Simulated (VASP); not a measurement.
# SrO (P6_3mc) in VASP: dielectric tensor with LDA

Aim: the dielectric tensor of SrO with LDA.

Everything below comes from runs of VASP 6.6.1. Logs are shortened: lines on timing, memory, paths and dates and some standing lists are left out, and cuts for length are marked.

## (1) The cell of the first run

Symmetry: P6_3mc, No. 186, hexagonal system. Conventional cell: a = 4.275 Å, b = 4.275 Å, c = 5.156 Å, α = 90.00°, β = 90.00°, γ = 120.00°. Within 3.3 Å of Sr (site symmetry 3m) lie 5 O at 2.47 to 2.58 Å. O (site symmetry 3m) has 5 Sr at 2.47 to 2.58 Å within 3.3 Å.

## (2) Dielectric tensor, LDA

INCAR

```
SYSTEM = SrO
PREC = Accurate
ENCUT = 520
EDIFF = 1E-8
ISMEAR = 0
SIGMA = 0.01
LREAL = .False.
LASPH = .True.
NELM = 120
ALGO = Normal
ISIF = 2
LWAVE = .False.
LCHARG = .False.
GGA = CA
LEPSILON = .True.
GGA_COMPAT = .False.
```

KPOINTS

```
Automatic mesh
0
Gamma
  5 5 4
  0 0 0
```

POSCAR

```
SrO
1.0
    4.2754662700      0.0000000000      0.0000000000
   -2.1377331350      3.7026624028      0.0000000000
    0.0000000000      0.0000000000      5.1555949900
Sr O
2 2
Direct
    0.3333333333      0.6666666667      0.9381277000
    0.6666666667      0.3333333333      0.4381277000
    0.3333333333      0.6666666667      0.4368723000
    0.6666666667      0.3333333333      0.9368723000
```

Potentials or basis: VASP PAW LDA potentials, release 64 (Sr_sv, O).

Launch:

```bash
$ cat potpaw_LDA.64/Sr_sv/POTCAR potpaw_LDA.64/O/POTCAR > POTCAR
$ mpirun -np 1 vasp_std > vasp.out
```

OUTCAR:

```text
SYSTEM = SrO
   PREC = Accurate
   ENCUT = 520
   EDIFF = 1E-8
   ISMEAR = 0
   LREAL = .False.
   LASPH = .True.
   NELM = 120
   ISIF = 2
   GGA = CA
   LEPSILON = .True.

 ion  position               nearest neighbor table
   1  0.333  0.667  0.938-   4 2.47   4 2.47   4 2.47   3 2.57   3 2.58   2 3.57   2 3.57   2 3.57
                             2 3.57   2 3.57   2 3.57
   2  0.667  0.333  0.438-   3 2.47   3 2.47   3 2.47   4 2.57   4 2.58   1 3.57   1 3.57   1 3.57
                             1 3.57   1 3.57   1 3.57
   3  0.333  0.667  0.437-   2 2.47   2 2.47   2 2.47   1 2.57   1 2.58
   4  0.667  0.333  0.937-   1 2.47   1 2.47   1 2.47   2 2.57   2 2.58

  LATTYP: Found a hexagonal cell.
 ALAT       =     4.2754662700
 C/A-ratio  =     1.2058556107

  Lattice vectors:

 A1 = (   4.2754662700,   0.0000000000,   0.0000000000)
 A2 = (  -2.1377331350,   3.7026624028,   0.0000000000)
 A3 = (   0.0000000000,   0.0000000000,   5.1555949900)

Analysis of symmetry for initial positions (statically):
=====================================================================
 Subroutine PRICEL returns:
 Original cell was already a primitive cell.

 Routine SETGRP: Setting up the symmetry group for a
 hexagonal supercell.

 Subroutine GETGRP returns: Found 12 space group operations
 (whereof  6 operations were pure point group operations)
 out of a pool of 24 trial point group operations.

The static configuration has the point symmetry C_3v.
 The point group associated with its full space group is C_6v.

Analysis of symmetry for dynamics (positions and initial velocities):
=====================================================================
 Subroutine PRICEL returns:
 Original cell was already a primitive cell.

 Routine SETGRP: Setting up the symmetry group for a
 hexagonal supercell.

 Subroutine GETGRP returns: Found 12 space group operations
 (whereof  6 operations were pure point group operations)
 out of a pool of 24 trial point group operations.

The dynamic configuration has the point symmetry C_3v.
 The point group associated with its full space group is C_6v.

 Subroutine INISYM returns: Found 12 space group operations
 (whereof  6 operations are pure point group operations),
 and found     1 'primitive' translations

----------------------------------------------------------------------------------------

                                     Primitive cell

  volume of cell :      81.6162

  direct lattice vectors                    reciprocal lattice vectors
     4.275466270  0.000000000  0.000000000     0.233892618  0.135037966  0.000000000
    -2.137733135  3.702662403  0.000000000     0.000000000  0.270075932  0.000000000
     0.000000000  0.000000000  5.155594990     0.000000000  0.000000000  0.193964034

  length of vectors
     4.275466270  4.275466270  5.155594990     0.270075932  0.270075932  0.193964034

  position of ions in fractional coordinates (direct lattice)
     0.333333333  0.666666667  0.938127700
     0.666666667  0.333333333  0.438127700
     0.333333333  0.666666667  0.436872300
     0.666666667  0.333333333  0.936872300

  ion indices of the primitive-cell ions
   primitive index   ion index
                 1           1
                 2           2
                 3           3
                 4           4

----------------------------------------------------------------------------------------

 KPOINTS: Automatic mesh

Automatic generation of k-mesh.
 Grid dimensions read from file:
 generate k-points for:    5    5    4

 Generating k-lattice:

  Cartesian coordinates                     Fractional coordinates (reciprocal lattice)
     0.046778524  0.027007593  0.000000000     0.200000000  0.000000000  0.000000000
[... 76 lines left out ...]
   AEXX    =    0.0000 exact exchange contribution
   IVDW    =     0    specifies the selected vdW correction
   LEPSILON=     T    determine dielectric tensor
   LRPA    =     F    only Hartree local field effects (RPA)
 non-spin polarized calculation
 Gauss-broadening in eV      SIGMA  =   0.01
  energy-cutoff  :      520.00
  volume of cell :       81.62
 maximum number of plane-waves:      2218
 NGX is ok and might be reduce to    32
   NGX = 15   NGY = 15   NGZ = 19

--------------------------------------- Ionic step        1  -------------------------------------------

 number of electron      32.0000008 magnetization

 E-fermi :   0.5554     XC(G=0):  -9.4574

 val. band max:        0.4193256378   @ k =   0.0000   0.0000   0.0000
 cond. band min:       2.8663697604   @ k =   0.0000   0.0000   0.0000
 fundamental gap:      2.4470441227
 Fermi energy:         0.5553639340

 k-point     1 :       0.0000    0.0000    0.0000
  band No.  band energies     occupation
      1     -31.7030      2.00000
      2     -31.5302      2.00000
      3     -14.3709      2.00000
      4     -14.2765      2.00000
      5     -14.2661      2.00000
      6     -13.9497      2.00000
[... 334 lines left out ...]
     19       7.9171      0.00000
     20       7.9172      0.00000

  FORCE on cell =-STRESS in cart. coord.  units (eV):
  Direction    XX          YY          ZZ          XY          YZ          ZX
  --------------------------------------------------------------------------------------
  -------------------------------------------------------------------------------------
  Total       -1.9227301     -1.9227301     -2.1850615      0.0000000     -0.0000000      0.0000000
  in kB      -37.7443980    -37.7443980    -42.8941289      0.0000000     -0.0000000      0.0000000
  external PRESSURE =     -39.4609749 kB  Pullay stress =       0.0000000 kB

 VOLUME and BASIS-vectors are now :
 -----------------------------------------------------------------------------
  energy-cutoff  :      520.00
  volume of cell :       81.62
      direct lattice vectors                 reciprocal lattice vectors
     4.275466270  0.000000000  0.000000000     0.233892618  0.135037966  0.000000000
    -2.137733135  3.702662403  0.000000000     0.000000000  0.270075932  0.000000000
     0.000000000  0.000000000  5.155594990     0.000000000  0.000000000  0.193964034

 POSITION                                       TOTAL-FORCE (eV/Angst)
 -----------------------------------------------------------------------------------
     -0.00000      2.46844      4.83661        -0.000000     -0.000000     -0.011534
      2.13773      1.23422      2.25881         0.000000      0.000000     -0.011534
     -0.00000      2.46844      2.25234         0.000000     -0.000000      0.011534
      2.13773      1.23422      4.83013        -0.000000      0.000000      0.011534
 -----------------------------------------------------------------------------------
    total drift:                               -0.000000      0.000000      0.000395

  FREE ENERGIE OF THE ION-ELECTRON SYSTEM (eV)
  ---------------------------------------------------
  free  energy   TOTEN  =       -26.3464820124 eV

  energy  without entropy=      -26.3464820124  energy(sigma->0) =      -26.34648201

 HEAD OF MICROSCOPIC STATIC DIELECTRIC TENSOR (INDEPENDENT PARTICLE, excluding Hartree and local field effects)
 ------------------------------------------------------
           3.748080     0.000000    -0.000000
           0.000000     3.748080     0.000000
          -0.000000     0.000000     3.694723
 ------------------------------------------------------

 Free energy of the ion-electron system (eV)
  ---------------------------------------------------
  ---------------------------------------------------
  free energy    TOTEN  =        -0.58318038 eV

  energy without entropy =       -0.58318038

------------------------ aborting loop because EDIFF is reached ----------------------------------------

--------------------------------------- Ionic step        2  -------------------------------------------

------------------------ aborting loop because EDIFF is reached ----------------------------------------

--------------------------------------- Ionic step        3  -------------------------------------------

 Free energy of the ion-electron system (eV)
  ---------------------------------------------------
  ---------------------------------------------------
  free energy    TOTEN  =        -0.60557550 eV

  energy without entropy =       -0.60557550

------------------------ aborting loop because EDIFF is reached ----------------------------------------

 PIEZOELECTRIC TENSOR FIELD DIRECTION 3  (e Angst)
 -----------------------------------------------------------------------------
     0.00350 -0.00000  0.00000           ( -0.00263  0.00000  0.00000)
     0.00000  0.00350  0.00000           (  0.00000 -0.00263 -0.00000)
     0.00000 -0.00000 -0.03290           (  0.00000 -0.00000  0.00136)

 PIEZOELECTRIC TENSOR FIELD DIRECTION 3  (C/m^2)
 -----------------------------------------------------------------------------
     0.00069 -0.00000  0.00000
     0.00000  0.00069  0.00000
     0.00000 -0.00000 -0.00646

 MACROSCOPIC STATIC DIELECTRIC TENSOR (including local field effects in DFT)
 ------------------------------------------------------
           3.401565     0.000000    -0.000000
          -0.000000     3.401565     0.000000
           0.000000     0.000000     3.520168
 ------------------------------------------------------

 PIEZOELECTRIC TENSOR (including local field effects)  for field in x, y, z        (e  Angst)
          XX          YY          ZZ          XY          YZ          ZX
  --------------------------------------------------------------------------------
  x     0.00000    -0.00000     0.00000     0.00000     0.00000     0.01051
  y    -0.00000    -0.00000     0.00000     0.00000     0.01051     0.00000
  z     0.00350     0.00350    -0.03290     0.00000     0.00000     0.00000

 PIEZOELECTRIC TENSOR (including local field effects)  for field in x, y, z        (C/m^2)
          XX          YY          ZZ          XY          YZ          ZX
  --------------------------------------------------------------------------------
  x     0.00000    -0.00000     0.00000     0.00000     0.00000     0.00206
  y    -0.00000    -0.00000     0.00000     0.00000     0.00206     0.00000
  z     0.00069     0.00069    -0.00646     0.00000     0.00000     0.00000

 BORN EFFECTIVE CHARGES (including local field effects) (in |e|, cummulative output)
 ---------------------------------------------------------------------------------
 ion    1
    1     2.08792     0.00000     0.00000
    2     0.00000     2.08792     0.00000
    3     0.00000    -0.00000     2.41731
 ion    2
    1     2.08792     0.00000    -0.00000
    2    -0.00000     2.08792     0.00000
    3    -0.00000     0.00000     2.41731
 ion    3
    1    -2.08792     0.00000     0.00000
    2    -0.00000    -2.08792     0.00000
    3    -0.00000     0.00000    -2.41731
 ion    4
    1    -2.08792     0.00000     0.00000
    2    -0.00000    -2.08792     0.00000
    3     0.00000     0.00000    -2.41731
```

Wall time 3.2 min (1 thread of Intel Xeon 6975P-C (Granite Rapids), shared host); peak memory 0.28 GiB.

What came out:

```yaml
Band_gap_on_the_k_mesh: 2.45 eV
Electronic_dielectric_tensor_diagonal: 3.40, 3.40, 3.52
Born_charges_mean_of_the_diagonal: Sr +2.20; O -2.20 e
```

Levels at points of the mesh, in eV from the valence-band top:
| k point | band 13 | band 14 | band 15 | band 16 | band 17 | band 18 | band 19 | band 20 |
| --- | --- | --- | --- | --- | --- | --- | --- | --- |
| (0.00, 0.00, 0.00) | -0.90 | -0.90 | -0.33 | 0.00 | 2.45 | 5.99 | 5.99 | 7.01 |
| (0.00, 0.00, 0.50) | -1.11 | -1.11 | -1.11 | -1.11 | 4.16 | 4.16 | 7.76 | 7.76 |

Electronic dielectric tensor:
```
3.40 0.00 0.00
0.00 3.40 0.00
0.00 0.00 3.52
```

Born effective charge tensors (e):
atom 1, Sr
```
2.09 0.00 0.00
0.00 2.09 0.00
0.00 0.00 2.42
```
atom 2, Sr
```
2.09 0.00 0.00
0.00 2.09 0.00
0.00 0.00 2.42
```
atom 3, O
```
-2.09  0.00  0.00
 0.00 -2.09  0.00
 0.00  0.00 -2.42
```
atom 4, O
```
-2.09  0.00  0.00
 0.00 -2.09  0.00
 0.00  0.00 -2.42
```
